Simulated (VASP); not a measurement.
## Ni3Ge: single point with PBEsol

The system is Ni3Ge.

```
Ni Ge
1.0
     3.57779    0.00000    0.00000
     0.00000    3.57779    0.00000
     0.00000    0.00000    3.41917
Ni Ge
3 1
Direct
  0.50000 0.00000 0.50000
  0.00000 0.50000 0.50000
  0.50000 0.50000 0.00000
  0.00000 0.00000 0.00000
```

This cell differs from its parent crystal: strain +0.015 along x and y, -0.030 along z.

```yaml
Program: VASP 6.6.1
Task: single point
Functional: PBEsol
Potentials_or_basis: VASP PAW PBE potentials, release 64 (Ni, Ge_d)
Cutoff: 520 eV
k_mesh: 14 × 14 × 14
Occupations: gaussian, width 0.15 eV
Spin: no spin polarisation
Dipole_correction: no
Further_INCAR_settings: ALGO = Fast; EDIFF = 1e-07; NBANDS = 30
```

```
Pressure               : 0.5 GPa
Band gap on the k mesh : zero (bands 22 and 23 overlap by 0.33 eV)
```

Stress tensor (GPa, compression positive):
```
-1.48  0.00  0.00
 0.00 -1.48  0.00
 0.00  0.00  4.55
```

Levels at points of the mesh, in eV from the Fermi level:
```
           k point  band 18  band 19  band 20  band 21  band 22  band 23  band 24  band 25  band 26  band 27
(0.00, 0.00, 0.00)    -0.73    -0.50    -0.38    -0.31    -0.12     0.07     0.07     3.94     6.57     7.30
(0.50, 0.00, 0.00)    -1.31    -1.24    -1.18    -0.51     0.07     3.27     3.87     4.72     5.41     6.32
(0.50, 0.50, 0.00)    -1.52    -1.28    -1.23    -1.04    -0.98     0.51     0.51     5.97     6.97     9.15
(0.00, 0.00, 0.50)    -1.44    -1.15    -1.13    -0.67    -0.12     3.75     3.75     4.43     5.62     5.62
(0.50, 0.00, 0.50)    -1.32    -1.17    -1.09    -0.97    -0.93     0.66     0.67     5.62     6.24     8.34
(0.50, 0.50, 0.50)    -1.31    -1.29    -1.09    -0.55    -0.26    -0.26    -0.16     0.70     4.16     4.16
```

It took 3.6 min on 1 thread of Intel(R) Xeon(R) 6975P-C (Granite Rapids), on a shared host, peak memory 0.41 GiB.

Caveat: the cell differs from its parent crystal (strain +0.015 along x and y, -0.030 along z); the stress differs along the axes, from -1 to 5 GPa; the PAW data sets were made with another functional, which shifts forces and pressure a little. Spin polarisation is off, so any magnetic state and its effect on volume and gap are missing.
